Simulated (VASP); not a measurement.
Write the native input for VASP 6.6.1 that does the following.

- Task: single point
- Functional: PBE
- Potentials or basis: VASP PAW PBE potentials, release 64 (Na_pv, Ca_sv, Br)
- Cutoff: 520 eV
- k mesh: 4 × 4 × 4
- Occupations: gaussian, width 0.01 eV
- Spin: no spin polarisation
- Dipole correction: no
- Further INCAR settings: ALGO = Normal; EDIFF = 1e-06; NBANDS = 27

The structure of NaCaBr3 lies in POSCAR:

```
NaCaBr3
1.0
    5.7355071308      0.0000000000      0.0000000000
    0.0000000000      5.7355071308      0.0000000000
    0.0000000000      0.0000000000      5.7355071308
Na Ca Br
1 1 3
Direct
    0.0000000000      0.0000000000      0.0000000000
    0.5000000000      0.5000000000      0.5000000000
    0.5000000000      0.5000000000      0.0000000000
    0.5000000000      0.0000000000      0.5000000000
    0.0000000000      0.5000000000      0.5000000000
```

These files were run (other wordings do the same):

INCAR

```
SYSTEM = NaCaBr3
PREC = Accurate
ENCUT = 520
EDIFF = 1E-6
ISMEAR = 0
SIGMA = 0.01
LREAL = .False.
LASPH = .True.
NELM = 100
ALGO = Normal
ISIF = 2
LWAVE = .False.
LCHARG = .False.
GGA = PE
NBANDS = 27
```

KPOINTS

```
regular mesh
0
Gamma
  4 4 4
  0 0 0
```

Potentials or basis: VASP PAW PBE potentials, release 64 (Na_pv, Ca_sv, Br).

Launch:

```bash
$ cat potpaw_PBE.64/Na_pv/POTCAR potpaw_PBE.64/Ca_sv/POTCAR potpaw_PBE.64/Br/POTCAR > POTCAR
$ mpirun -np 1 vasp_std > vasp.out
```

It gave:

```json
{
  "Pressure": "-0.5 GPa",
  "Band gap on the k mesh": "3.05 eV (least direct gap 3.37 eV)"
}
```

Wall time 31 s on 1 thread of AMD EPYC 9R45 96-Core Processor (Zen 5), on a shared host, peak memory 0.3 GiB.
